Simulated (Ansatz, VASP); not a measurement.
## Mg3Mn: VASP beside Ansatz

The input INCAR:

```
PREC = Accurate
ENCUT = 520
EDIFF = 1E-7
ISMEAR = 0
SIGMA = 0.01
LREAL = False
LASPH = True
NELM = 150
ALGO = Normal
ISIF = 2
LWAVE = False
LCHARG = False
ISPIN = 2
MAGMOM = 0 0 0 4
LORBIT = 11
LMAXMIX = 4
GGA = PS
NBANDS = 22
```

KPOINTS

```
regular mesh
0
Gamma
  4 4 4
```

POSCAR

```
Mg3Mn
1.0
    4.2975710000      0.0000000000      0.0000000000
    0.0000000000      4.2975710000      0.0000000000
    0.0000000000      0.0000000000      4.2975710000
Mg Mn
3 1
Direct
    0.5000000000      0.5000000000      0.0000000000
    0.5000000000      0.0000000000      0.5000000000
    0.0000000000      0.5000000000      0.5000000000
    0.0000000000      0.0000000000      0.0000000000
```

Input for Ansatz:

```yaml
crystal:
  lattice:
    - [4.297571, 0.0, 0.0]
    - [0.0, 4.297571, 0.0]
    - [0.0, 0.0, 4.297571]
  atoms:
    - { symbol: Mg, position: [0.5, 0.5, 0.0], spin: 0.0 }
    - { symbol: Mg, position: [0.5, 0.0, 0.5], spin: 0.0 }
    - { symbol: Mg, position: [0.0, 0.5, 0.5], spin: 0.0 }
    - { symbol: Mn, position: [0.0, 0.0, 0.0], spin: 4.0 }
accuracy: low
kpoints:
  mp_grid:
    grid: [4, 4, 4]
hamiltonian:
  xc: pbesol
magnetization:
  spin_polarized: true
scf:
  lower_state_search: light
  mixing:
    algorithm: anderson
    beta: 0.1
  occupations:
    method: gaussian
    width: 0.01
output:
  write_density: true
  write_potential: true
  volumetric_format: npy
  elf: true
  bader: true
```

Alike in both runs: task single point; functional PBEsol; k mesh 4 × 4 × 4; occupations gaussian, width 0.01 eV; collinear spin.

```csv
,VASP,Ansatz
version,VASP 6.6.1,Ansatz 0.2.0
potentials or method,"VASP PAW PBE potentials, release 64 (Mg, Mn_pv)","plane waves, PAW"
plane-wave cutoff (eV),520,420
valence electrons in the cell,19,45
```

VASP gave:

```
gap on the k mesh at the Fermi level (eV)                     : none
net moment per atom (μB)                                      : 1.00
size of the moment on the site where the two differ most (μB) : 3.75
```

Task: What did Ansatz give for the same quantities?

Result: gap on the k mesh at the Fermi level (eV): none; net moment per atom (μB): 1.00; size of the moment on the site where the two differ most (μB): 3.89.

VASP's potentials were made for PBE, not for PBEsol. Site moments also hang on the region over which each program counts them. A gap of «none» marks a metal or a gap that the smearing closes. VASP's potentials hold 19 valence electrons a cell and Ansatz's 45, so a difference there can come from the potentials and not from the codes. Ansatz's warnings: stability check not made.

The k mesh is coarse, so the values compare programs but aren't converged.
